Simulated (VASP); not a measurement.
Set up this calculation in VASP 6.6.1, as the native input.

| Property | Result |
| --- | --- |
| Task | relaxation of shape and atoms at fixed volume |
| Functional | PBE |
| Potentials or basis | VASP PAW PBE potentials, release 64 (Ni, O) |
| Cutoff | 600 eV |
| k mesh | 10 × 10 × 10 |
| Occupations | gaussian, width 0.05 eV |
| Spin | collinear spin, ferromagnetic start |
| Starting moments | [1.9, 0.22] μB |
| Hubbard terms | Ni d U = 6.2 eV |
| Dipole correction | no |
| Further INCAR settings | ALGO = Normal; EDIFF = 1e-06; IBRION = 2; EDIFFG = -0.04; NSW = 60; ISIF = 4 |

The structure of NiO lies in POSCAR:

```
NiO
1.0
    1.4899188549      0.8602050520      2.4322122159
   -1.4899188549      0.8602050520      2.4322122159
    0.0000000000     -1.7204101039      2.4322122159
Ni O
1 1
Direct
    1.0000000000      0.0000000000      0.0000000000
    0.5000000000      0.5000000000      0.5000000000
```

These files were run (other wordings do the same):

INCAR

```
ALGO = Normal ; EDIFF = 1E-6
EDIFFG = -0.04 ; ENCUT = 600
GGA = PE ; IBRION = 2
ISIF = 4 ; ISMEAR = 0
ISPIN = 2 ; LASPH = True
LCHARG = False ; LDAU = True
LDAUJ = 0 0 ; LDAUL = 2 -1
LDAUPRINT = 1 ; LDAUTYPE = 2
LDAUU = 6.2 0 ; LMAXMIX = 4
LORBIT = 11 ; LREAL = False
LWAVE = False ; MAGMOM = 1.9 0.22
NELM = 150 ; NSW = 60
PREC = Accurate ; SIGMA = 0.05
```

KPOINTS

```
k-points
0
Gamma
  10 10 10
```

Potentials or basis: VASP PAW PBE potentials, release 64 (Ni, O).

The run is started by

```bash
$ cat potpaw_PBE.64/Ni/POTCAR potpaw_PBE.64/O/POTCAR > POTCAR
$ mpirun -np 1 vasp_std > vasp.out
```

It gave:

```json
{"Pressure after relaxing": "-2.4 GPa", "Band gap on the k mesh": "2.57 eV (least direct gap 3.16 eV)", "Net moment": "2.00 μB per cell", "Site moments": "Ni +1.82; O +0.17 μB", "Valence electrons inside the program's atomic spheres": "Ni 8.95; O 5.01"}
```

Caveat: a cell with one magnetic atom can't hold antiferromagnetic order, which such compounds often take.

Run time: 57 s on 1 thread of Intel Xeon 8259CL, with other jobs on the host, peak memory 0.19 GiB.
